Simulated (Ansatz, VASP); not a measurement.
**Two plane-wave programs on In3GaP4**

Contents of INCAR:

```
PREC = Accurate ; ENCUT = 600
EDIFF = 1E-6 ; ISMEAR = 0
SIGMA = 0.02 ; LREAL = False
LASPH = True ; NELM = 80
ALGO = Normal ; ISIF = 3
LWAVE = False ; LCHARG = False
GGA = PE ; IBRION = 2
NSW = 100 ; EDIFFG = -0.01
```

KPOINTS

```
Automatic mesh
0
Gamma
  6 6 6
```

POSCAR

```
In3GaP4
1.0
    5.8461725000      0.0000000000      0.0000000000
    0.0000000000      5.8461725000      0.0000000000
    0.0000000000      0.0000000000      5.8461725000
In Ga P
3 1 4
Direct
    0.5000000000      0.0000000000      0.5000000000
    0.5000000000      0.5000000000      0.0000000000
    0.0000000000      0.5000000000      0.5000000000
    0.0000000000      0.0000000000      0.0000000000
    0.2390280000      0.7609720000      0.7609720000
    0.2390280000      0.2390280000      0.2390280000
    0.7609720000      0.7609720000      0.2390280000
    0.7609720000      0.2390280000      0.7609720000
```

Input for Ansatz:

```yaml
crystal:
  lattice:
    - [5.8461725, 0.0, 0.0]
    - [0.0, 5.8461725, 0.0]
    - [0.0, 0.0, 5.8461725]
  atoms:
    - { symbol: In, position: [0.5, 0.0, 0.5] }
    - { symbol: In, position: [0.5, 0.5, 0.0] }
    - { symbol: In, position: [0.0, 0.5, 0.5] }
    - { symbol: Ga, position: [0.0, 0.0, 0.0] }
    - { symbol: P, position: [0.239028, 0.760972, 0.760972] }
    - { symbol: P, position: [0.239028, 0.239028, 0.239028] }
    - { symbol: P, position: [0.760972, 0.760972, 0.239028] }
    - { symbol: P, position: [0.760972, 0.239028, 0.760972] }
basis:
  ecutwfc: 420
kpoints:
  mp_grid: { grid: [6, 6, 6] }
hamiltonian:
  xc: pbe
scf:
  occupations: { method: gaussian, width: 0.02 }
output:
  forces: true
  stress: true
  eigenvalues: true
  write_density: true
  write_potential: true
  elf: true
  volumetric_format: npy
relax:
  adjacent_minimum: "off"
  f_tol: 0.01
  max_steps: 80
  cell: { stress_tol: 0.05 }
```

Alike in both runs: task relaxation of cell and atoms; functional PBE; k mesh 6 × 6 × 6; occupations gaussian, width 0.02 eV; no spin polarisation.

```csv
,VASP,Ansatz
version,VASP 6.6.1,Ansatz 0.2.0
potentials or method,"VASP PAW PBE potentials, release 64 (In_d, Ga_d, P), cutoff 600 eV","scalar-relativistic, plane waves, PAW"
valence electrons in the cell,72,72
```

```tsv
	VASP	Ansatz	Ansatz less VASP
gap on the k mesh at the Fermi level, each at its own relaxed structure (eV)	0.62	0.62	0.000
relaxed volume (Å³/atom)	24.96	24.98	+0.016
relaxed length of the cell vector where the two differ most in proportion (Å)	5.845	5.846	+0.0013
```
